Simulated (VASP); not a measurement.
# AlAs (F-43m) in VASP: a series of runs, part 2 of 2

VASP 6.6.1. Earlier steps stand in the parts before.

**5. Electric field gradients, PBEsol (23.13 Å³/atom)**

This run uses another cell than the first one, of 23.13 Å³/atom.

File INCAR:

```
SYSTEM = AlAs
PREC = Accurate ; ENCUT = 400
EDIFF = 1E-8 ; ISMEAR = -1
SIGMA = 0.05 ; LREAL = .FALSE.
LASPH = .TRUE. ; NELM = 120
ALGO = Normal ; ISIF = 2
LWAVE = .FALSE. ; LCHARG = .FALSE.
GGA = PS ; LEFG = .TRUE.
NBANDS = 11 ; GGA_COMPAT = .FALSE.
```

File KPOINTS:

```
regular mesh
0
G
  10 10 10
  0 0 0
```

File POSCAR:

```
AlAs
1.0
    0.0000000000      2.8491449171      2.8491449171
    2.8491449171      0.0000000000      2.8491449171
    2.8491449171      2.8491449171      0.0000000000
Al As
1 1
Direct
    0.0000000000      0.0000000000      0.0000000000
    0.7500000000      0.7500000000      0.7500000000
```

Potentials or basis: VASP PAW PBE potentials, release 64 (Al, As).

Started as:

```
cat potpaw_PBE.64/Al/POTCAR potpaw_PBE.64/As/POTCAR > POTCAR
mpirun -np 1 vasp_std > vasp.out
```

OUTCAR:

```text
SYSTEM = AlAs
   PREC = Accurate
   ENCUT = 400
   EDIFF = 1E-8
   ISMEAR = -1
   LREAL = .FALSE.
   LASPH = .TRUE.
   NELM = 120
   ISIF = 2
   GGA = PS

 ion  position               nearest neighbor table
   1  0.000  0.000  0.000-   2 2.47   2 2.47   2 2.47   2 2.47
   2  0.750  0.750  0.750-   1 2.47   1 2.47   1 2.47   1 2.47

  LATTYP: Found a face centered cubic cell.
 ALAT       =     5.6982898342

  Lattice vectors:

 A1 = (   0.0000000000,   2.8491449171,   2.8491449171)
 A2 = (   2.8491449171,   0.0000000000,   2.8491449171)
 A3 = (   2.8491449171,   2.8491449171,   0.0000000000)

Analysis of symmetry for initial positions (statically):
=====================================================================
 Subroutine PRICEL returns:
 Original cell was already a primitive cell.

 Routine SETGRP: Setting up the symmetry group for a
 face centered cubic supercell.

 Subroutine GETGRP returns: Found 24 space group operations
 (whereof 24 operations were pure point group operations)
 out of a pool of 48 trial point group operations.

The static configuration has the point symmetry T_d .

Analysis of symmetry for dynamics (positions and initial velocities):
=====================================================================
 Subroutine PRICEL returns:
 Original cell was already a primitive cell.

 Routine SETGRP: Setting up the symmetry group for a
 face centered cubic supercell.

 Subroutine GETGRP returns: Found 24 space group operations
 (whereof 24 operations were pure point group operations)
 out of a pool of 48 trial point group operations.

The dynamic configuration has the point symmetry T_d .

[... 479 lines left out ...]
      3       1.5374      2.00000
      4       1.8534      2.00000
      5       5.7294      0.00000
      6       6.8058      0.00000
      7      11.0421      0.00000
      8      11.5076      0.00000
      9      13.5160      0.00000
     10      15.0029      0.00000
     11      16.3989      0.00000

 [... further k-points ...]

------------------------ aborting loop because EDIFF is reached ----------------------------------------

  FORCE on cell =-STRESS in cart. coord.  units (eV):
  Direction    XX          YY          ZZ          XY          YZ          ZX
  --------------------------------------------------------------------------------------
  -------------------------------------------------------------------------------------
  Total       -0.1835801     -0.1835801     -0.1835801     -0.0000000      0.0000000     -0.0000000
  in kB       -6.3586167     -6.3586167     -6.3586167     -0.0000000      0.0000000     -0.0000000
  external PRESSURE =      -6.3586167 kB  Pullay stress =       0.0000000 kB

 VOLUME and BASIS-vectors are now :
 -----------------------------------------------------------------------------
  energy-cutoff  :      400.00
  volume of cell :       46.26
      direct lattice vectors                 reciprocal lattice vectors
     0.000000000  2.849144917  2.849144917    -0.175491249  0.175491249  0.175491249
     2.849144917  0.000000000  2.849144917     0.175491249 -0.175491249  0.175491249
     2.849144917  2.849144917  0.000000000     0.175491249  0.175491249 -0.175491249

 POSITION                                       TOTAL-FORCE (eV/Angst)
 -----------------------------------------------------------------------------------
      0.00000      0.00000      0.00000         0.000000      0.000000      0.000000
      4.27372      4.27372      4.27372        -0.000000     -0.000000     -0.000000
 -----------------------------------------------------------------------------------
    total drift:                               -0.000000     -0.000000     -0.000000

  FREE ENERGIE OF THE ION-ELECTRON SYSTEM (eV)
  ---------------------------------------------------
  free  energy   TOTEN  =       -10.0649341022 eV

  energy  without entropy=      -10.0649340835  energy(sigma->0) =      -10.06493409

 Electric field gradients (V/A^2)
---------------------------------------------------------------------
 ion       V_xx      V_yy      V_zz      V_xy      V_xz      V_yz
---------------------------------------------------------------------
   1       0.000     0.000    -0.000    -0.000    -0.000    -0.000
   2      -0.000     0.000     0.000    -0.000    -0.000    -0.000
---------------------------------------------------------------------

 Electric field gradients after diagonalization (V/A^2)
 (convention: |V_zz| > |V_xx| > |V_yy|)
----------------------------------------------------------------------
 ion       V_xx      V_yy      V_zz     asymmetry (V_yy - V_xx)/ V_zz
----------------------------------------------------------------------
   1       0.000     0.000    -0.000       0.000
   2       0.000     0.000    -0.001       0.000
----------------------------------------------------------------------

           NMR quadrupolar parameters

 Cq : quadrupolar parameter    Cq=e*Q*V_zz/h
 eta: asymmetry parameters     (V_yy - V_xx)/ V_zz
 Q  : nuclear electric quadrupole moment in mb (millibarn)
----------------------------------------------------------------------
 ion       Cq(MHz)       eta       Q (mb)
----------------------------------------------------------------------
   1      -0.000       0.000       1.000
   2      -0.000       0.000       1.000
----------------------------------------------------------------------
```

stdout:

```text
POSCAR found type information on POSCAR AlAs
 POSCAR found :  2 types and       2 ions
 scaLAPACK will be used
 -----------------------------------------------------------------------------
|                                                                             |
|                                                                             |
|     You enforced a specific xc type in the INCAR file but a different       |
|     I HOPE YOU KNOW WHAT YOU ARE DOING!                                     |
|                                                                             |
 -----------------------------------------------------------------------------

 LDA part: xc-table for (Slater+PW92), standard interpolation
 POSCAR, INCAR and KPOINTS ok, starting setup
 FFT: planning ... GRIDC
 FFT: planning ... GRID_SOFT
 FFT: planning ... GRID
 WAVECAR not read
 entering main loop
ion   1

ion   2
```

Wall time 9 s (1 thread of Intel Xeon 6975P-C (Granite Rapids), shared host); peak memory 0.16 GiB.

Results:

```yaml
Free_energy: -10.0649 eV
Pressure: -0.6 GPa
Band_gap_on_the_k_mesh: 1.35 eV (least direct gap 1.83 eV)
Largest_electric_field_gradient_by_atom: zero within the noise of the run
```

Levels at points of the mesh, in eV from the valence-band top:
```csv
k point,band 2,band 3,band 4,band 5,band 6,band 7
"(0.00, 0.00, 0.00)",0.00,0.00,0.00,1.83,4.23,4.23
"(0.50, 0.00, 0.00)",-5.51,-0.81,-0.81,2.01,4.62,4.62
"(0.50, 0.50, 0.00)",-5.37,-2.14,-2.14,1.35,2.22,10.13
```

Caveat: the PAW data sets were made with another functional, which shifts forces and pressure a little. A k mesh can miss the band edges.

**6. Electric field gradients, PBEsol (24.04 Å³/atom)**

This run uses another cell than the first one, of 24.04 Å³/atom.

File INCAR:

```
PREC = Accurate
ENCUT = 400
EDIFF = 1E-8
ISMEAR = -1
SIGMA = 0.05
LREAL = F
LASPH = T
NELM = 120
ALGO = Normal
ISIF = 2
LWAVE = F
LCHARG = F
GGA = PS
LEFG = T
NBANDS = 11
GGA_COMPAT = F
```

File KPOINTS:

```
regular mesh
0
Gamma
  10 10 10
```

File POSCAR:

```
AlAs
1.0
    0.0000000000      2.8859121326      2.8859121326
    2.8859121326      0.0000000000      2.8859121326
    2.8859121326      2.8859121326      0.0000000000
Al As
1 1
Direct
    0.0000000000      0.0000000000      0.0000000000
    0.7500000000      0.7500000000      0.7500000000
```

Potentials or basis: VASP PAW PBE potentials, release 64 (Al, As).

Started as:

```
cat potpaw_PBE.64/Al/POTCAR potpaw_PBE.64/As/POTCAR > POTCAR
mpirun -np 1 vasp_std > vasp.out
```

OUTCAR:

```text
PREC = Accurate
   ENCUT = 400
   EDIFF = 1E-8
   ISMEAR = -1
   LREAL = F
   LASPH = T
   NELM = 120
   ISIF = 2
   GGA = PS

 ion  position               nearest neighbor table
   1  0.000  0.000  0.000-   2 2.50   2 2.50   2 2.50   2 2.50
   2  0.750  0.750  0.750-   1 2.50   1 2.50   1 2.50   1 2.50

  LATTYP: Found a face centered cubic cell.
 ALAT       =     5.7718242652

  Lattice vectors:

 A1 = (   0.0000000000,   2.8859121326,   2.8859121326)
 A2 = (   2.8859121326,   0.0000000000,   2.8859121326)
 A3 = (   2.8859121326,   2.8859121326,   0.0000000000)

Analysis of symmetry for initial positions (statically):
=====================================================================
 Subroutine PRICEL returns:
 Original cell was already a primitive cell.

 Routine SETGRP: Setting up the symmetry group for a
 face centered cubic supercell.

 Subroutine GETGRP returns: Found 24 space group operations
 (whereof 24 operations were pure point group operations)
 out of a pool of 48 trial point group operations.

The static configuration has the point symmetry T_d .

Analysis of symmetry for dynamics (positions and initial velocities):
=====================================================================
 Subroutine PRICEL returns:
 Original cell was already a primitive cell.

 Routine SETGRP: Setting up the symmetry group for a
 face centered cubic supercell.

 Subroutine GETGRP returns: Found 24 space group operations
 (whereof 24 operations were pure point group operations)
 out of a pool of 48 trial point group operations.

The dynamic configuration has the point symmetry T_d .

 Subroutine INISYM returns: Found 24 space group operations
 (whereof 24 operations are pure point group operations),
 and found     1 'primitive' translations

----------------------------------------------------------------------------------------

                                     Primitive cell

  volume of cell :      48.0706

  direct lattice vectors                    reciprocal lattice vectors
     0.000000000  2.885912133  2.885912133    -0.173255448  0.173255448  0.173255448
     2.885912133  0.000000000  2.885912133     0.173255448 -0.173255448  0.173255448
     2.885912133  2.885912133  0.000000000     0.173255448  0.173255448 -0.173255448

  length of vectors
     4.081296078  4.081296078  4.081296078     0.300087239  0.300087239  0.300087239

  position of ions in fractional coordinates (direct lattice)
     0.000000000  0.000000000  0.000000000
     0.750000000  0.750000000  0.750000000

  ion indices of the primitive-cell ions
   primitive index   ion index
                 1           1
                 2           2

----------------------------------------------------------------------------------------

 KPOINTS: regular mesh

Automatic generation of k-mesh.
[... 79 lines left out ...]
   EMIN   =  10.00;   EMAX   =-10.00  energy-range for DOS
   EFERMI =   0.00;   METHOD = LEGACY
   ISMEAR =    -1;   SIGMA  =   0.05  broadening in eV -4-tet -1-fermi 0-gaus
   EFERMI_NEDOS =   21; number of points for ismear=-14 and -15
   IALGO  =     38    algorithm
   IMIX   =      4    mixing-type and parameters
     AMIX     =   0.40;   BMIX     =  1.00
     AMIX_MAG =   1.60;   BMIX_MAG =  1.00
  volume/ion in A,a.u.               =      24.04       162.20
  Fermi-wavevector in a.u.,A,eV,Ry     =   0.900489  1.701677 11.032697  0.810880
  Thomas-Fermi vector in A             =   2.023453
   LORBIT       =      0    0 simple, 1 ext, 2 COOP (PROOUT), +10 PAW based schemes
   GGA     = PS    functional components
   LHFCALC =     F    Hartree Fock is set to
   AEXX    =    0.0000 exact exchange contribution
   IVDW    =     0    specifies the selected vdW correction
   LEPSILON=     F    determine dielectric tensor
   LRPA    =     F    only Hartree local field effects (RPA)
 non-spin polarized calculation
  energy-cutoff  :      400.00
  volume of cell :       48.07
 maximum number of plane-waves:       893
   NGX = 13   NGY = 13   NGZ = 13

 number of electron       8.0000001 magnetization

 Free energy of the ion-electron system (eV)
  ---------------------------------------------------
  ext. energy  EPLUGINS =         0.00000000
  ---------------------------------------------------
  free energy    TOTEN  =       -10.04358175 eV

  energy without entropy =      -10.04358174  energy(sigma->0) =      -10.04358174

 E-fermi :   4.0477     XC(G=0):  -8.9736

 val. band max:        3.3202474856   @ k =   0.0000   0.0000   0.0000
 cond. band min:       4.7357899630   @ k =   0.5000   0.5000   0.0000
 fundamental gap:      1.4155424775
 Fermi energy:         4.0477425693

 k-point     1 :       0.0000    0.0000    0.0000
  band No.  band energies     occupation
      1      -8.2507      2.00000
      2       3.3202      2.00000
      3       3.3202      2.00000
      4       3.3202      2.00000
      5       4.8535      0.00000
      6       7.4856      0.00000
      7       7.4856      0.00000
      8       7.4856      0.00000
      9      11.7193      0.00000
     10      12.1966      0.00000
     11      12.1966      0.00000
[... 309 lines left out ...]
 k-point    24 :       0.4000    0.3000    0.0000
  band No.  band energies     occupation
      1      -6.9465      2.00000
      2      -1.1118      2.00000
      3       1.3091      2.00000
      4       1.6100      2.00000
      5       5.4335      0.00000
      6       6.4554      0.00000
      7      10.5148      0.00000
      8      11.0161      0.00000
      9      12.8835      0.00000
     10      14.5328      0.00000
     11      15.7801      0.00000

 [... further k-points ...]

------------------------ aborting loop because EDIFF is reached ----------------------------------------

  FORCE on cell =-STRESS in cart. coord.  units (eV):
  Direction    XX          YY          ZZ          XY          YZ          ZX
  --------------------------------------------------------------------------------------
  -------------------------------------------------------------------------------------
  Total       -0.9289696     -0.9289696     -0.9289696      0.0000000     -0.0000000     -0.0000000
  in kB      -30.9622691    -30.9622691    -30.9622691      0.0000000     -0.0000000     -0.0000000
  external PRESSURE =     -30.9622691 kB  Pullay stress =       0.0000000 kB

 VOLUME and BASIS-vectors are now :
 -----------------------------------------------------------------------------
  energy-cutoff  :      400.00
  volume of cell :       48.07
      direct lattice vectors                 reciprocal lattice vectors
     0.000000000  2.885912133  2.885912133    -0.173255448  0.173255448  0.173255448
     2.885912133  0.000000000  2.885912133     0.173255448 -0.173255448  0.173255448
     2.885912133  2.885912133  0.000000000     0.173255448  0.173255448 -0.173255448

 POSITION                                       TOTAL-FORCE (eV/Angst)
 -----------------------------------------------------------------------------------
      0.00000      0.00000      0.00000         0.000000     -0.000000      0.000000
      4.32887      4.32887      4.32887        -0.000000      0.000000     -0.000000
 -----------------------------------------------------------------------------------
    total drift:                               -0.000000     -0.000000     -0.000000

  FREE ENERGIE OF THE ION-ELECTRON SYSTEM (eV)
  ---------------------------------------------------
  free  energy   TOTEN  =       -10.0435817499 eV

  energy  without entropy=      -10.0435817390  energy(sigma->0) =      -10.04358174

 Electric field gradients (V/A^2)
---------------------------------------------------------------------
 ion       V_xx      V_yy      V_zz      V_xy      V_xz      V_yz
---------------------------------------------------------------------
   1      -0.000    -0.000    -0.000    -0.000    -0.000    -0.000
   2       0.000     0.000    -0.000    -0.000    -0.000    -0.000
---------------------------------------------------------------------

 Electric field gradients after diagonalization (V/A^2)
 (convention: |V_zz| > |V_xx| > |V_yy|)
----------------------------------------------------------------------
 ion       V_xx      V_yy      V_zz     asymmetry (V_yy - V_xx)/ V_zz
----------------------------------------------------------------------
   1       0.000     0.000    -0.000       0.000
   2       0.000     0.000    -0.001       0.000
----------------------------------------------------------------------

           NMR quadrupolar parameters

 Cq : quadrupolar parameter    Cq=e*Q*V_zz/h
 eta: asymmetry parameters     (V_yy - V_xx)/ V_zz
 Q  : nuclear electric quadrupole moment in mb (millibarn)
----------------------------------------------------------------------
 ion       Cq(MHz)       eta       Q (mb)
----------------------------------------------------------------------
   1      -0.000       0.000       1.000
   2      -0.000       0.000       1.000
----------------------------------------------------------------------
```

stdout:

```text
POSCAR found type information on POSCAR AlAs
 POSCAR found :  2 types and       2 ions
 scaLAPACK will be used
 -----------------------------------------------------------------------------
|                                                                             |
|                                                                             |
|     You enforced a specific xc type in the INCAR file but a different       |
|     I HOPE YOU KNOW WHAT YOU ARE DOING!                                     |
|                                                                             |
 -----------------------------------------------------------------------------

 LDA part: xc-table for (Slater+PW92), standard interpolation
 POSCAR, INCAR and KPOINTS ok, starting setup
 FFT: planning ... GRIDC
 FFT: planning ... GRID_SOFT
 FFT: planning ... GRID
 WAVECAR not read
 entering main loop
ion   1

ion   2
```

Run time: 11 s. Hardware: 1 thread of Intel Xeon 6975P-C (Granite Rapids), shared host; peak memory 0.16 GiB.

Results:

```
Free energy                             : -10.0436 eV
Pressure                                : -3.1 GPa
Band gap on the k mesh                  : 1.42 eV (least direct gap 1.53 eV)
Largest electric field gradient by atom : zero within the noise of the run
```

Caveat: the cell stands under tension; the PAW data sets were made with another functional, which shifts forces and pressure a little.

**7. The runs side by side**

| cell | gap on the mesh (eV) | pressure (GPa) |
| --- | --- | --- |
| a = 3.949 Å, angles 60.0°, 2 atoms | 1.25 | 4.2 |
| a = 3.989 Å, angles 60.0°, 2 atoms | 1.30 | 1.6 |
| a = 4.029 Å, angles 60.0°, 2 atoms | 1.35 | -0.6 |
| a = 4.081 Å, angles 60.0°, 2 atoms | 1.42 | -3.1 |

Alike in all rows: task electric field gradients; level PBEsol; potentials or basis VASP PAW PBE potentials, release 64 (Al, As); no spin polarisation; k mesh 10 × 10 × 10; cutoff (eV) 400; smearing fermi-dirac 0.05 eV.

Caveats: the PAW data sets were made with another functional, which shifts forces and pressure a little; the cell stands under pressure (at least some runs); the cell stands under tension (at least some runs).

Total energies depend on the potentials used, so only differences within one code and one set of settings carry meaning.
